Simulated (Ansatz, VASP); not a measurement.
**CsI in VASP and in Ansatz**

Contents of INCAR:

```
  ALGO = Normal
  EDIFF = 1E-6
  ENCUT = 500
  GGA = PE
  GGA_COMPAT = F
  ISIF = 2
  ISMEAR = 0
  LASPH = T
  LCHARG = F
  LREAL = F
  LWAVE = F
  NBANDS = 15
  NELM = 120
  PREC = Accurate
  SIGMA = 0.05
```

The input KPOINTS:

```
k-points
0
Gamma
  8 8 8
```

Contents of POSCAR:

```
CsI
1.0
    4.5818718156      0.0000000000      0.0000000000
    0.0000000000      4.5818718156      0.0000000000
    0.0000000000      0.0000000000      4.5818718156
Cs I
1 1
Direct
    0.0000000000      0.0000000000      0.0000000000
    0.5000000000      0.5000000000      0.5000000000
```

Input for Ansatz:

```yaml
crystal:
  lattice:
    - [4.5818718156, 0.0, 0.0]
    - [0.0, 4.5818718156, 0.0]
    - [0.0, 0.0, 4.5818718156]
  atoms:
    - { symbol: Cs, position: [0.0, 0.0, 0.0] }
    - { symbol: I, position: [0.5, 0.5, 0.5] }
basis:
  ecutwfc: 420
  ecutrho_ratio: 4
kpoints:
  mp_grid: { grid: [8, 8, 8] }
hamiltonian:
  xc: pbe
scf:
  occupations: { method: gaussian, width: 0.05 }
output:
  forces: true
  stress: true
  eigenvalues: true
```

Alike in both runs: task single point; functional PBE; k mesh 8 × 8 × 8; occupations gaussian, width 0.05 eV; no spin polarisation.

```csv
,VASP,Ansatz
version,VASP 6.6.1,Ansatz 0.2.0
potentials or method,"VASP PAW PBE potentials, release 64 (Cs_sv, I), cutoff 500 eV","scalar-relativistic, plane waves, PAW"
valence electrons in the cell,16,26
```

```tsv
	VASP	Ansatz	Ansatz less VASP
gap on the k mesh at the Fermi level (eV)	3.84	3.86	+0.013
least direct gap on the mesh (eV)	3.93	3.94	+0.010
pressure (GPa)	0.7	0.6	-0.04
```

VASP's potentials hold 16 valence electrons a cell and Ansatz's 26, so a difference there can come from the potentials and not from the codes.

Spin-orbit coupling is off throughout.
